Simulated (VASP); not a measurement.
Input of a VASP 6.6.1 run:

File INCAR:

```
SYSTEM = ZrF2
ALGO = Normal ; EDIFF = 1E-6
ENCUT = 520 ; GGA = PE
ISIF = 2 ; ISMEAR = 0
LASPH = .TRUE. ; LCHARG = .FALSE.
LREAL = .FALSE. ; LWAVE = .FALSE.
NBANDS = 20 ; NELM = 100
PREC = Accurate ; SIGMA = 0.1
```

File KPOINTS:

```
k-points
0
G
  16 16 8
  0 0 0
```

Contents of POSCAR:

```
ZrF2
1.0
    2.8689219302      0.0000000000      0.0000000000
    0.0000000000      2.8689219302      0.0000000000
    0.0000000000      0.0000000000      5.9428467584
Zr F
1 2
Direct
    0.0000000000      0.0000000000      0.0000000000
    0.5000000000      0.5000000000      0.2106923653
    0.5000000000      0.5000000000      0.7893076347
```

Potentials or basis: VASP PAW PBE potentials, release 64 (Zr_sv, F).

Command:

```bash
$ cat potpaw_PBE.64/Zr_sv/POTCAR potpaw_PBE.64/F/POTCAR > POTCAR
$ mpirun -np 1 vasp_std > vasp.out
```

(1) Predict the band gap on the k mesh.

(2) What does it give for the largest force?

Answers

(1) zero (band 13 reaches 7.25 eV, above the bottom of band 14 at 5.67 eV).

(2) 0.022 eV/Å.
